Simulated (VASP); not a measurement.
Set up this calculation in VASP 6.6.1, as the native input.

```yaml
Task: relaxation of cell and atoms
Functional: PBE
Potentials_or_basis: VASP PAW PBE potentials, release 64 (Al, N)
Cutoff: 600 eV
k_mesh: 17 × 17 × 17
Occupations: fermi-dirac, width 0.08 eV
Spin: no spin polarisation
Target_pressure: 180 GPa
Dipole_correction: no
Further_INCAR_settings: ALGO = Normal; EDIFF = 1e-06; IBRION = 2; EDIFFG = -0.005; NSW = 32; ISIF = 3
```

The structure of AlN (zincblende type) lies in POSCAR:

```
AlN
1.0
    0.0000000000      1.9136311730      1.9136311730
    1.9136311730      0.0000000000      1.9136311730
    1.9136311730      1.9136311730      0.0000000000
Al N
1 1
Direct
    0.0000000000      0.0000000000      0.0000000000
    0.2500000000      0.2500000000      0.2500000000
```

One way to write it, as run:

INCAR

```
SYSTEM = AlN
ALGO     = Normal         ! electronic algorithm
EDIFF    = 1E-6           ! SCF threshold, eV
EDIFFG   = -0.005         ! ionic threshold
ENCUT    = 600            ! plane-wave cutoff, eV
GGA      = PE             ! functional
IBRION   = 2              ! ionic algorithm
ISIF     = 3              ! what is computed and relaxed
ISMEAR   = -1             ! smearing method
LASPH    = .True.         ! aspherical terms in the spheres
LCHARG   = .False.        ! write CHGCAR
LREAL    = .False.        ! projectors in reciprocal space
LWAVE    = .False.        ! write WAVECAR
NELM     = 100            ! most SCF steps
NSW      = 32             ! ionic steps
PREC     = Accurate       ! precision mode
PSTRESS  = 1800.0       
SIGMA    = 0.08           ! smearing width, eV
```

KPOINTS

```
k-points
0
Gamma
  17 17 17
  0 0 0
```

Potentials or basis: VASP PAW PBE potentials, release 64 (Al, N).

Command:

```console
$ cat potpaw_PBE.64/Al/POTCAR potpaw_PBE.64/N/POTCAR > POTCAR
$ mpirun -np 1 vasp_std > vasp.out
```

Results of the run:

```
Relaxed volume                                             : 7.03 Å³/atom
Relaxed cell                                               : a = 2.709 Å, b = 2.709 Å, c = 2.709 Å, α = 60.00°, β = 60.00°, γ = 60.00°
Space group after relaxing (to 0.1 Å)                      : F-43m (No. 216)
Energy change on relaxing (the run minimises the enthalpy) : -24.5 meV/atom
Ionic steps                                                : 3
Pressure after relaxing                                    : 180.0 GPa
Band gap on the k mesh                                     : 3.46 eV (least direct gap 5.59 eV)
```

Caveat: the cell is relaxed towards a set pressure, so the run minimises the enthalpy, not the energy; an odd mesh through Γ misses points on the zone boundary, where band edges can lie.

Wall time 18 s on 1 thread of Intel(R) Xeon(R) Platinum 8559C (Emerald Rapids), with other jobs on the host, peak memory 0.15 GiB.
